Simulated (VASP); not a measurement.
# I (C2/m) in VASP: further runs

The runs below take I through single point, with LDA, PBE.

Everything below comes from runs of VASP 6.6.1. Logs are shortened: lines on timing, memory, paths and dates and some standing lists are left out, and cuts for length are marked.

## 1. The cell of the first run

Symmetry: C2/m, No. 12, monoclinic system. Conventional cell: a = 5.077 Å, b = 7.413 Å, c = 2.880 Å, α = 90.00°, β = 124.24°, γ = 90.00°. Within 3.8 Å of I (site symmetry 2/m) lie 2 I at 2.88 Å.

## 2. Single point, LDA

Input file INCAR:

```
  PREC = Accurate
  ENCUT = 520
  EDIFF = 1E-6
  ISMEAR = -1
  SIGMA = 0.05
  LREAL = False
  LASPH = True
  NELM = 60
  ALGO = Normal
  ISIF = 2
  LWAVE = False
  LCHARG = False
  NBANDS = 10
```

Input file KPOINTS:

```
regular mesh
0
Gamma
  7 7 11
```

Input file POSCAR:

```
I
1.0
    2.5383465792     -3.7066249365      0.0000000000
    2.5383465792      3.7066249365      0.0000000000
   -1.6208748370      0.0000000000      2.3810977968
I
1
Direct
    0.5000000000      0.5000000000      0.5000000000
```

Potentials or basis: VASP PAW LDA potentials, release 64 (I).

Launch:

```bash
$ cat potpaw_LDA.64/I/POTCAR > POTCAR
$ mpirun -np 1 vasp_std > vasp.out
```

OUTCAR:

```text
PREC = Accurate
   ENCUT = 520
   EDIFF = 1E-6
   ISMEAR = -1
   LREAL = False
   LASPH = True
   NELM = 60
   ISIF = 2

 ion  position               nearest neighbor table
   1  0.500  0.500  0.500-

  LATTYP: Found a base centered monoclinic cell.
 ALAT       =     5.0766931584
 B/A-ratio  =     1.4602517114
 C/A-ratio  =     0.5673826054
 COS(beta)  =    -0.5627202553

  Lattice vectors:

 A1 = (   2.5383465792,  -3.7066249365,   0.0000000000)
 A2 = (   2.5383465792,   3.7066249365,   0.0000000000)
 A3 = (  -1.6208748370,   0.0000000000,   2.3810977968)

Analysis of symmetry for initial positions (statically):
=====================================================================
 Subroutine PRICEL returns:
 Original cell was already a primitive cell.

 Routine SETGRP: Setting up the symmetry group for a
 base centered monoclinic supercell.

 Subroutine GETGRP returns: Found  4 space group operations
 (whereof  4 operations were pure point group operations)
 out of a pool of  4 trial point group operations.

The static configuration has the point symmetry C_2h.

Analysis of symmetry for dynamics (positions and initial velocities):
=====================================================================
 Subroutine PRICEL returns:
 Original cell was already a primitive cell.

 Routine SETGRP: Setting up the symmetry group for a
 base centered monoclinic supercell.

 Subroutine GETGRP returns: Found  4 space group operations
 (whereof  4 operations were pure point group operations)
 out of a pool of  4 trial point group operations.

The dynamic configuration has the point symmetry C_2h.

 Subroutine INISYM returns: Found  4 space group operations
 (whereof  4 operations are pure point group operations),
 and found     1 'primitive' translations

----------------------------------------------------------------------------------------

                                     Primitive cell

  volume of cell :      44.8061

  direct lattice vectors                    reciprocal lattice vectors
     2.538346579 -3.706624936  0.000000000     0.196978618 -0.134893605  0.134088438
     2.538346579  3.706624936  0.000000000     0.196978618  0.134893605  0.134088438
    -1.620874837  0.000000000  2.381097797     0.000000000  0.000000000  0.419974350

  length of vectors
     4.492468339  4.492468339  2.880427391     0.273818498  0.273818498  0.419974350

  position of ions in fractional coordinates (direct lattice)
     0.500000000  0.500000000  0.500000000

  ion indices of the primitive-cell ions
[... 73 lines left out ...]
   NELM   =     60;   NELMIN=  2; NELMDL= -5     # of ELM steps
   EDIFF  = 0.1E-05   stopping-criterion for ELM
   LREAL  =      F    real-space projection
   EDIFFG = 0.1E-04   stopping-criterion for IOM
   NSW    =      0    number of steps for IOM
   IBRION =     -1    ionic relax: 0-MD 1-quasi-New 2-CG
   NFREE  =      0    steps in history (QN), initial steepest desc. (CG)
   ISIF   =      2    stress and relaxation
   ISYM   =      2    0-nonsym 1-usesym 2-fastsym
   POTIM  = 0.5000    time-step for ionic-motion
   TEBEG  =    0.0;   TEEND  =   0.0 temperature during run
   PSTRESS=    0.0 pullay stress
   NELECT =       7.0000    total number of electrons
   NUPDOWN=      -1.0000    fix difference up-down
   EMIN   =  10.00;   EMAX   =-10.00  energy-range for DOS
   EFERMI =   0.00;   METHOD = LEGACY
   ISMEAR =    -1;   SIGMA  =   0.05  broadening in eV -4-tet -1-fermi 0-gaus
   EFERMI_NEDOS =   21; number of points for ismear=-14 and -15
   IALGO  =     38    algorithm
   IMIX   =      4    mixing-type and parameters
     AMIX     =   0.40;   BMIX     =  1.00
     AMIX_MAG =   1.60;   BMIX_MAG =  1.00
  volume/ion in A,a.u.               =      44.81       302.37
  Fermi-wavevector in a.u.,A,eV,Ry     =   0.881716  1.666201 10.577477  0.777423
  Thomas-Fermi vector in A             =   2.002249
   LORBIT       =      0    0 simple, 1 ext, 2 COOP (PROOUT), +10 PAW based schemes
   GGA     = CA    functional components
   LHFCALC =     F    Hartree Fock is set to
   AEXX    =    0.0000 exact exchange contribution
   IVDW    =     0    specifies the selected vdW correction
   LEPSILON=     F    determine dielectric tensor
   LRPA    =     F    only Hartree local field effects (RPA)
 non-spin polarized calculation
  energy-cutoff  :      520.00
  volume of cell :       44.81
 maximum number of plane-waves:      1223
 NGX is ok and might be reduce to    36
   NGX = 17   NGY = 17   NGZ = 11

 number of electron       7.0000000 magnetization

 Free energy of the ion-electron system (eV)
  ---------------------------------------------------
  ext. energy  EPLUGINS =         0.00000000
  ---------------------------------------------------
  free energy    TOTEN  =        -1.85667387 eV

  energy without entropy =       -1.85015379  energy(sigma->0) =       -1.85341383

 E-fermi :   2.0047     XC(G=0):  -8.1438

 val. band max:        1.9531244088   @ k =  -0.1429  -0.1429   0.4545
 cond. band min:       2.0114996610   @ k =   0.4286   0.4286   0.1818
 fundamental gap:      0.0583752522
 Fermi energy:         2.0046685678

 k-point     1 :       0.0000    0.0000    0.0000
  band No.  band energies     occupation
      1     -11.6483      2.00000
      2       0.4508      2.00000
      3       0.4635      2.00000
      4       5.8610      0.00000
      5       6.0278      0.00000
      6       9.7110      0.00000
      7      10.0138      0.00000
      8      12.4096      0.00000
      9      12.6883      0.00000
     10      17.6452      0.00000
[... 287 lines left out ...]
 k-point    24 :       0.1429    0.1429    0.0909
  band No.  band energies     occupation
      1     -11.3041      2.00000
      2      -0.9924      2.00000
      3       0.0341      2.00000
      4       4.6550      0.00000
      5       8.5572      0.00000
      6       8.5819      0.00000
      7      12.9240      0.00000
      8      14.1371      0.00000
      9      15.4182      0.00000
     10      15.8112      0.00000

 [... further k-points ...]
[... 5 lines left out ...]
  --------------------------------------------------------------------------------------
  -------------------------------------------------------------------------------------
  Total       -0.3955236     -0.2840969     -0.4085620      0.0000000      0.0000000     -0.0128717
  in kB      -14.1431532    -10.1587521    -14.6093805      0.0000000      0.0000000     -0.4602653
  external PRESSURE =     -12.9704286 kB  Pullay stress =       0.0000000 kB

 VOLUME and BASIS-vectors are now :
 -----------------------------------------------------------------------------
  energy-cutoff  :      520.00
  volume of cell :       44.81
      direct lattice vectors                 reciprocal lattice vectors
     2.538346579 -3.706624936  0.000000000     0.196978618 -0.134893605  0.134088438
     2.538346579  3.706624936  0.000000000     0.196978618  0.134893605  0.134088438
    -1.620874837  0.000000000  2.381097797     0.000000000  0.000000000  0.419974350

 POSITION                                       TOTAL-FORCE (eV/Angst)
 -----------------------------------------------------------------------------------
      1.72791      0.00000      1.19055         0.000000      0.000000      0.000000
 -----------------------------------------------------------------------------------
    total drift:                                0.000000      0.000000      0.000000

  FREE ENERGIE OF THE ION-ELECTRON SYSTEM (eV)
  ---------------------------------------------------
  free  energy   TOTEN  =        -1.8566738656 eV

  energy  without entropy=       -1.8501537900  energy(sigma->0) =       -1.85341383
```

stdout:

```text
POSCAR found type information on POSCAR I
 POSCAR found :  1 types and       1 ions
 scaLAPACK will be used
 LDA part: xc-table for (Slater(with rela. corr.)+CA(PZ))
 , standard interpolation
 POSCAR, INCAR and KPOINTS ok, starting setup
 FFT: planning ... GRIDC
 FFT: planning ... GRID_SOFT
 FFT: planning ... GRID
 WAVECAR not read
 entering main loop
```

Run time: 2 min. Hardware: 1 thread of AMD EPYC 7R13, shared host; peak memory 0.17 GiB.

What came out:

```
Free energy : -1.8567 eV
Pressure    : -1.3 GPa
```

Caveat: spin-orbit coupling is left out, which moves the levels of the heavy elements; an odd number of electrons without spin polarisation forces a metal; a magnetic or distorted state may lie lower.

## 3. Single point, PBE (volume scaled by 0.96)

Input file INCAR:

```
PREC = Accurate
ENCUT = 520
EDIFF = 1E-6
ISMEAR = -1
SIGMA = 0.05
LREAL = F
LASPH = T
NELM = 60
ALGO = Normal
ISIF = 2
LWAVE = F
LCHARG = F
GGA = PE
NBANDS = 10
```

KPOINTS is that of step 2.

Input file POSCAR:

```
I
1.0
    2.5040403930     -3.6565292694      0.0000000000
    2.5040403930      3.6565292694      0.0000000000
   -1.5989684376      0.0000000000      2.3489168547
I
1
Direct
    0.5000000000      0.5000000000      0.5000000000
```

Potentials or basis: VASP PAW PBE potentials, release 64 (I).

Launch:

```bash
$ cat potpaw_PBE.64/I/POTCAR > POTCAR
$ mpirun -np 1 vasp_std > vasp.out
```

OUTCAR:

```text
PREC = Accurate
   ENCUT = 520
   EDIFF = 1E-6
   ISMEAR = -1
   LREAL = F
   LASPH = T
   NELM = 60
   ISIF = 2
   GGA = PE

 ion  position               nearest neighbor table
   1  0.500  0.500  0.500-

  LATTYP: Found a base centered monoclinic cell.
 ALAT       =     5.0080807860
 B/A-ratio  =     1.4602517114
 C/A-ratio  =     0.5673826054
 COS(beta)  =    -0.5627202553

  Lattice vectors:

 A1 = (   2.5040403930,  -3.6565292694,   0.0000000000)
 A2 = (   2.5040403930,   3.6565292694,   0.0000000000)
 A3 = (  -1.5989684376,   0.0000000000,   2.3489168547)

Analysis of symmetry for initial positions (statically):
=====================================================================
 Subroutine PRICEL returns:
 Original cell was already a primitive cell.

 Routine SETGRP: Setting up the symmetry group for a
 base centered monoclinic supercell.

 Subroutine GETGRP returns: Found  4 space group operations
 (whereof  4 operations were pure point group operations)
 out of a pool of  4 trial point group operations.

The static configuration has the point symmetry C_2h.

[... 156 lines left out ...]
  energy without entropy =       -1.37291328  energy(sigma->0) =       -1.37488570

 E-fermi :   2.6325     XC(G=0):  -7.9331

 val. band max:        2.5429140929   @ k =  -0.1429  -0.1429   0.4545
 cond. band min:       2.6374067928   @ k =   0.2857   0.1429   0.4545
 fundamental gap:      0.0944926999
 Fermi energy:         2.6324629485

 k-point     1 :       0.0000    0.0000    0.0000
  band No.  band energies     occupation
      1     -11.2393      2.00000
      2       0.9285      2.00000
      3       0.9581      2.00000
      4       6.8080      0.00000
      5       6.8439      0.00000
      6      10.3632      0.00000
      7      10.6725      0.00000
      8      13.2718      0.00000
      9      13.5015      0.00000
     10      18.4651      0.00000
[... 287 lines left out ...]
 k-point    24 :       0.1429    0.1429    0.0909
  band No.  band energies     occupation
      1     -10.8669      2.00000
      2      -0.5526      2.00000
      3       0.4936      2.00000
      4       5.5084      0.00000
      5       9.2685      0.00000
      6       9.4169      0.00000
      7      13.7285      0.00000
      8      15.0261      0.00000
      9      16.1930      0.00000
     10      16.5914      0.00000

 [... further k-points ...]
[... 5 lines left out ...]
  --------------------------------------------------------------------------------------
  -------------------------------------------------------------------------------------
  Total        0.5536740      0.2728076      0.9121395      0.0000000      0.0000000     -0.4824964
  in kB       20.6232299     10.1615298     33.9753408      0.0000000      0.0000000    -17.9720097
  external PRESSURE =      21.5867002 kB  Pullay stress =       0.0000000 kB

 VOLUME and BASIS-vectors are now :
 -----------------------------------------------------------------------------
  energy-cutoff  :      520.00
  volume of cell :       43.01
      direct lattice vectors                 reciprocal lattice vectors
     2.504040393 -3.656529269  0.000000000     0.199677290 -0.136741692  0.135925494
     2.504040393  3.656529269  0.000000000     0.199677290  0.136741692  0.135925494
    -1.598968438  0.000000000  2.348916855     0.000000000  0.000000000  0.425728138

 POSITION                                       TOTAL-FORCE (eV/Angst)
 -----------------------------------------------------------------------------------
      1.70456      0.00000      1.17446         0.000000      0.000000      0.000000
 -----------------------------------------------------------------------------------
    total drift:                                0.000000      0.000000      0.000000

  FREE ENERGIE OF THE ION-ELECTRON SYSTEM (eV)
  ---------------------------------------------------
  free  energy   TOTEN  =        -1.3768581177 eV

  energy  without entropy=       -1.3729132797  energy(sigma->0) =       -1.37488570
```

OSZICAR:

```text
N       E                     dE             d eps       ncg     rms          rms(c)
DAV:   1     0.292047523384E+02    0.29205E+02   -0.26030E+03  3136   0.504E+02
DAV:   2    -0.153284386897E+00   -0.29358E+02   -0.28556E+02  3998   0.874E+01
DAV:   3    -0.142985368587E+01   -0.12766E+01   -0.12690E+01  3876   0.222E+01
DAV:   4    -0.144622066596E+01   -0.16367E-01   -0.16366E-01  3960   0.284E+00
DAV:   5    -0.144654767041E+01   -0.32700E-03   -0.32700E-03  4014   0.359E-01    0.452E+00
DAV:   6    -0.139464192583E+01    0.51906E-01   -0.44016E-02  3508   0.976E-01    0.295E+00
DAV:   7    -0.137760865016E+01    0.17033E-01   -0.81169E-02  3466   0.136E+00    0.357E-01
DAV:   8    -0.137700281612E+01    0.60583E-03   -0.83546E-03  3354   0.491E-01    0.153E-01
DAV:   9    -0.137684453305E+01    0.15828E-03   -0.38512E-04  3654   0.111E-01    0.598E-02
DAV:  10    -0.137686240848E+01   -0.17875E-04   -0.63773E-05  3658   0.439E-02    0.586E-02
DAV:  11    -0.137685821123E+01    0.41973E-05   -0.15404E-05  3508   0.193E-02    0.275E-02
DAV:  12    -0.137685811771E+01    0.93519E-07   -0.10188E-06  2490   0.595E-03
   1 F= -.13768581E+01 E0= -.13748857E+01  d E =-.394484E-02
```

stdout:

```text
POSCAR found type information on POSCAR I
 POSCAR found :  1 types and       1 ions
 scaLAPACK will be used
 LDA part: xc-table for (Slater+PW92), standard interpolation
 POSCAR, INCAR and KPOINTS ok, starting setup
 FFT: planning ... GRIDC
 FFT: planning ... GRID_SOFT
 FFT: planning ... GRID
 WAVECAR not read
 entering main loop
```

Run time: 28 s. Hardware: 1 thread of AMD EPYC 9R45 (Zen 5), shared host; peak memory 0.19 GiB.

Results:

- Free energy: -1.3769 eV
- Pressure: 2.2 GPa

Stress tensor (GPa, compression positive):
```
 2.06  0.00 -1.80
 0.00  1.02  0.00
-1.80  0.00  3.40
```

Caveat: spin-orbit coupling is left out, which moves the levels of the heavy elements; an odd number of electrons without spin polarisation forces a metal; a magnetic or distorted state may lie lower.
